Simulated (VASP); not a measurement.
# MgO (P6_3/mmc) in VASP: further runs, part 3 of 3

VASP 6.6.1. The steps go on from the part before.

**7. Single point, PBEsol**

This run uses another cell than the first one, of 12.84 Å³/atom, 1.066 times its volume.

File INCAR:

```
  PREC = Accurate
  ENCUT = 520
  EDIFF = 1E-6
  ISMEAR = 0
  SIGMA = 0.05
  LREAL = False
  LASPH = True
  NELM = 100
  ALGO = Normal
  ISIF = 2
  LWAVE = False
  LCHARG = False
  GGA = PS
  NBANDS = 16
```

File KPOINTS:

```
regular mesh
0
Gamma
  9 9 6
```

File POSCAR:

```
MgO
1.0
    3.6695000000      0.0000000000      0.0000000000
   -1.8347500000      3.1778802192      0.0000000000
    0.0000000000      0.0000000000      4.4044000000
Mg O
2 2
Direct
    0.6666666667      0.3333333333      0.7500000000
    0.3333333333      0.6666666667      0.2500000000
    0.6666666667      0.3333333333      0.2500000000
    0.3333333333      0.6666666667      0.7500000000
```

Potentials or basis: VASP PAW PBE potentials, release 64 (Mg, O).

The run is started by

```console
cat potpaw_PBE.64/Mg/POTCAR potpaw_PBE.64/O/POTCAR > POTCAR
mpirun -np 1 vasp_std > vasp.out
```

OUTCAR:

```text
PREC = Accurate
   ENCUT = 520
   EDIFF = 1E-6
   ISMEAR = 0
   LREAL = False
   LASPH = True
   NELM = 100
   ISIF = 2
   GGA = PS

 ion  position               nearest neighbor table
   1  0.667  0.333  0.750-   4 2.12   4 2.12   4 2.12   3 2.20   3 2.20   2 3.06   2 3.06   2 3.06
                             2 3.06   2 3.06   2 3.06
   2  0.333  0.667  0.250-   3 2.12   3 2.12   3 2.12   4 2.20   4 2.20   1 3.06   1 3.06   1 3.06
                             1 3.06   1 3.06   1 3.06
   3  0.667  0.333  0.250-   2 2.12   2 2.12   2 2.12   1 2.20   1 2.20
   4  0.333  0.667  0.750-   1 2.12   1 2.12   1 2.12   2 2.20   2 2.20

  LATTYP: Found a hexagonal cell.
 ALAT       =     3.6695000000
 C/A-ratio  =     1.2002725167

  Lattice vectors:

 A1 = (   3.6695000000,   0.0000000000,   0.0000000000)
 A2 = (  -1.8347500000,   3.1778802192,   0.0000000000)
 A3 = (   0.0000000000,   0.0000000000,   4.4044000000)

Analysis of symmetry for initial positions (statically):
=====================================================================
 Subroutine PRICEL returns:
 Original cell was already a primitive cell.

 Routine SETGRP: Setting up the symmetry group for a
 hexagonal supercell.

 Subroutine GETGRP returns: Found 24 space group operations
 (whereof 12 operations were pure point group operations)
 out of a pool of 24 trial point group operations.

The static configuration has the point symmetry D_3d.
 The point group associated with its full space group is D_6h.

Analysis of symmetry for dynamics (positions and initial velocities):
=====================================================================
 Subroutine PRICEL returns:
 Original cell was already a primitive cell.

 Routine SETGRP: Setting up the symmetry group for a
 hexagonal supercell.

 Subroutine GETGRP returns: Found 24 space group operations
 (whereof 12 operations were pure point group operations)
[... 127 lines left out ...]
     AMIX_MAG =   1.60;   BMIX_MAG =  1.00
  volume/ion in A,a.u.               =      12.84        86.65
  Fermi-wavevector in a.u.,A,eV,Ry     =   1.109782  2.097184 16.757161  1.231617
  Thomas-Fermi vector in A             =   2.246326
   LORBIT       =      0    0 simple, 1 ext, 2 COOP (PROOUT), +10 PAW based schemes
   GGA     = PS    functional components
   LHFCALC =     F    Hartree Fock is set to
   AEXX    =    0.0000 exact exchange contribution
   IVDW    =     0    specifies the selected vdW correction
   LEPSILON=     F    determine dielectric tensor
   LRPA    =     F    only Hartree local field effects (RPA)
 non-spin polarized calculation
 Gauss-broadening in eV      SIGMA  =   0.05
  energy-cutoff  :      520.00
  volume of cell :       51.36
 maximum number of plane-waves:      1398
 NGX is ok and might be reduce to    28
   NGX = 13   NGY = 13   NGZ = 17

 number of electron      15.9999999 magnetization

 Free energy of the ion-electron system (eV)
  ---------------------------------------------------
  ext. energy  EPLUGINS =         0.00000000
  ---------------------------------------------------
  free energy    TOTEN  =       -24.39579287 eV

  energy without entropy =      -24.39579287  energy(sigma->0) =      -24.39579287

 E-fermi :   1.2162     XC(G=0):  -9.6346

 val. band max:        0.9478387536   @ k =   0.0000   0.0000   0.0000
 cond. band min:       3.5160975877   @ k =   0.0000   0.0000   0.0000
 fundamental gap:      2.5682588341
 Fermi energy:         1.2161725669

 k-point     1 :       0.0000    0.0000    0.0000
  band No.  band energies     occupation
      1     -15.2884      2.00000
      2     -14.2307      2.00000
      3      -2.2168      2.00000
      4      -0.5225      2.00000
      5      -0.5225      2.00000
      6       0.3126      2.00000
[... 433 lines left out ...]
      3      -2.0464      2.00000
      4      -1.5365      2.00000
      5      -1.5365      2.00000
      6      -0.0612      2.00000
[... 8 lines left out ...]
     15      13.9503      0.00000
     16      15.6956      0.00000

 [... further k-points ...]

------------------------ aborting loop because EDIFF is reached ----------------------------------------

  FORCE on cell =-STRESS in cart. coord.  units (eV):
  Direction    XX          YY          ZZ          XY          YZ          ZX
  --------------------------------------------------------------------------------------
  -------------------------------------------------------------------------------------
  Total       -4.5943971     -4.5943971     -4.9063241      0.0000000      0.0000000      0.0000000
  in kB     -143.3203763   -143.3203763   -153.0508158      0.0000000      0.0000000      0.0000000
  external PRESSURE =    -146.5638561 kB  Pullay stress =       0.0000000 kB

 VOLUME and BASIS-vectors are now :
 -----------------------------------------------------------------------------
  energy-cutoff  :      520.00
  volume of cell :       51.36
      direct lattice vectors                 reciprocal lattice vectors
     3.669500000  0.000000000  0.000000000     0.272516692  0.157337585  0.000000000
    -1.834750000  3.177880219  0.000000000     0.000000000  0.314675171  0.000000000
     0.000000000  0.000000000  4.404400000     0.000000000  0.000000000  0.227045682

 POSITION                                       TOTAL-FORCE (eV/Angst)
 -----------------------------------------------------------------------------------
      1.83475      1.05929      3.30330        -0.000000      0.000000      0.000000
     -0.00000      2.11859      1.10110        -0.000000     -0.000000      0.000000
      1.83475      1.05929      1.10110        -0.000000      0.000000      0.000000
     -0.00000      2.11859      3.30330         0.000000     -0.000000      0.000000
 -----------------------------------------------------------------------------------
    total drift:                               -0.000000      0.000000     -0.000000

  FREE ENERGIE OF THE ION-ELECTRON SYSTEM (eV)
  ---------------------------------------------------
  free  energy   TOTEN  =       -24.3957928677 eV

  energy  without entropy=      -24.3957928677  energy(sigma->0) =      -24.39579287
```

Wall time 48 s (1 thread of Intel Xeon 8259CL, shared host); peak memory 0.19 GiB.

Results:

- Free energy: -24.3958 eV
- Pressure: -14.7 GPa
- Band gap on the k mesh: 2.57 eV, direct

Levels at points of the mesh, in eV from the valence-band top:
```
           k point  band 5  band 6  band 7  band 8  band 9  band 10  band 11  band 12
(0.00, 0.00, 0.00)   -1.47   -0.64   -0.64    0.00    2.57     8.17    10.89    11.41
(0.00, 0.00, 0.50)   -1.06   -1.06   -1.06   -1.06    5.54     5.54    11.76    11.76
```

Caveat: the PAW data sets were made with another functional, which shifts forces and pressure a little.

**8. The runs side by side**

| cell | gap on the mesh (eV) | pressure (GPa) |
| --- | --- | --- |
| a = 3.611, b = 3.611, c = 4.265 Å, angles 90.0, 90.0, 120.0°, 4 atoms | 2.90 | -9.4 |
| a = 3.670, b = 3.670, c = 4.195 Å, angles 90.0, 90.0, 120.0°, 4 atoms | 2.89 | -10.2 |
| a = 3.611, b = 3.611, c = 4.335 Å, angles 90.0, 90.0, 120.0°, 4 atoms | 2.79 | -11.0 |
| a = 3.670, b = 3.670, c = 4.265 Å, angles 90.0, 90.0, 120.0°, 4 atoms | 2.78 | -11.9 |
| a = 3.611, b = 3.611, c = 4.404 Å, angles 90.0, 90.0, 120.0°, 4 atoms | 2.69 | -12.3 |
| a = 3.670, b = 3.670, c = 4.404 Å, angles 90.0, 90.0, 120.0°, 4 atoms | 2.57 | -14.7 |

Alike in all rows: task single point; level PBEsol; potentials or basis VASP PAW PBE potentials, release 64 (Mg, O); no spin polarisation; k mesh 9 × 9 × 6; cutoff (eV) 520; smearing gaussian 0.05 eV.

Caveats: the PAW data sets were made with another functional, which shifts forces and pressure a little.

Absolute energies hang on the potentials; compare differences alone.
